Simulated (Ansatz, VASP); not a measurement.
## Ti2AgSb3 in VASP and in Ansatz

```xyz
6
Lattice="3.9908 0.0000 0.0000 0.0000 3.9908 0.0000 0.0000 0.0000 8.7922" Properties=species:S:1:pos:R:3 pbc="T T T"
Sb    0.0000    1.9954    3.3718
Sb    1.9954    0.0000    5.4204
Sb    1.9954    1.9954    0.0000
Ti    0.0000    1.9954    6.4315
Ti    1.9954    0.0000    2.3607
Ag    0.0000    0.0000    0.0000
```

Alike in both runs: task single point; functional r2SCAN; k mesh 9 × 9 × 4; no spin polarisation.

|  | VASP | Ansatz |
| --- | --- | --- |
| version | VASP 6.6.1 | Ansatz 0.2.0 |
| potentials or method | VASP PAW PBE potentials, release 64 (Sb, Ti_sv, Ag), cutoff 520 eV | PAW plane waves |
| occupations | fermi-dirac, width 0.1 eV | fermi-dirac |
| valence electrons in the cell | 50 | 88 |

```csv
,VASP,Ansatz,Ansatz less VASP
pressure (GPa),-7.7,-7.8,-0.08
rms of the force components (eV/Å),0.137,0.138,+0.0014
```

VASP's potentials were made for PBE, not for r2SCAN. VASP's potentials hold 50 valence electrons a cell and Ansatz's 88, so a difference there can come from the potentials and not from the codes.

Spin-orbit coupling is off throughout.
